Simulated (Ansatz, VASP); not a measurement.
**Si: VASP beside Ansatz**

INCAR

```
ALGO = Normal ; EDIFF = 1E-6
EDIFFG = -0.015 ; ENCUT = 600
GGA = PS ; IBRION = 2
ISIF = 3 ; ISMEAR = 0
LASPH = T ; LCHARG = F
LREAL = F ; LWAVE = F
NELM = 100 ; NSW = 80
PREC = Accurate ; SIGMA = 0.1
```

KPOINTS

```
k-points
0
Gamma
  12 12 8
```

Contents of POSCAR:

```
Si
1.0
    2.1919772747     -3.7966160088      0.0000000000
   -4.3839545494      0.0000000000      0.0000000000
    0.0000000000      0.0000000000     -5.1821054110
Si
6
Direct
    0.0000000000      1.0000000000      0.5000000000
    0.0000000000      1.0000000000      0.0000000000
    0.3333333333      0.6666666667      0.2500000000
    0.3333333333      0.6666666667      0.7500000000
    0.6666666667      0.3333333333      0.2500000000
    0.6666666667      0.3333333333      0.7500000000
```

Input for Ansatz:

```yaml
crystal:
  lattice:
    - [2.1919772747, -3.7966160088, 0.0]
    - [-4.3839545494, 0.0, 0.0]
    - [0.0, 0.0, -5.182105411]
  atoms:
    - { symbol: Si, position: [0.0, 1.0, 0.5] }
    - { symbol: Si, position: [0.0, 1.0, 0.0] }
    - { symbol: Si, position: [0.3333333333, 0.6666666667, 0.25] }
    - { symbol: Si, position: [0.3333333333, 0.6666666667, 0.75] }
    - { symbol: Si, position: [0.6666666667, 0.3333333333, 0.25] }
    - { symbol: Si, position: [0.6666666667, 0.3333333333, 0.75] }
basis:
  ecutwfc: 420
kpoints:
  mp_grid: { grid: [12, 12, 8] }
hamiltonian:
  xc: pbesol
scf:
  occupations: { method: gaussian, width: 0.1 }
output:
  forces: true
  stress: true
  eigenvalues: true
  write_density: true
  write_potential: true
  elf: true
  volumetric_format: npy
relax:
  adjacent_minimum: "off"
  f_tol: 0.015
  max_steps: 60
  cell: { stress_tol: 0.15 }
```

Alike in both runs: task relaxation of cell and atoms; functional PBEsol; k mesh 12 × 12 × 8; occupations gaussian, width 0.1 eV; no spin polarisation.

|  | VASP | Ansatz |
| --- | --- | --- |
| version | VASP 6.6.1 | Ansatz 0.2.0 |
| potentials or method | VASP PAW PBE potentials, release 64 (Si), cutoff 600 eV | scalar-relativistic, plane waves, PAW |
| valence electrons in the cell | 24 | 24 |

```tsv
	VASP	Ansatz	Ansatz less VASP
gap on the k mesh at the Fermi level, each at its own relaxed structure (eV)	none	none	-
relaxed volume (Å³/atom)	14.38	14.38	0.000
relaxed cell length with the largest relative difference (Å)	4.384	4.384	0.0000
```

VASP's potentials were made for PBE, not for PBEsol. A gap of «none» marks a metal or a gap that the smearing closes.

Noted on VASP's run: the relaxation stopped at its first step, so nothing moved; too few bands were computed for a metal, which touches its energy and stress.
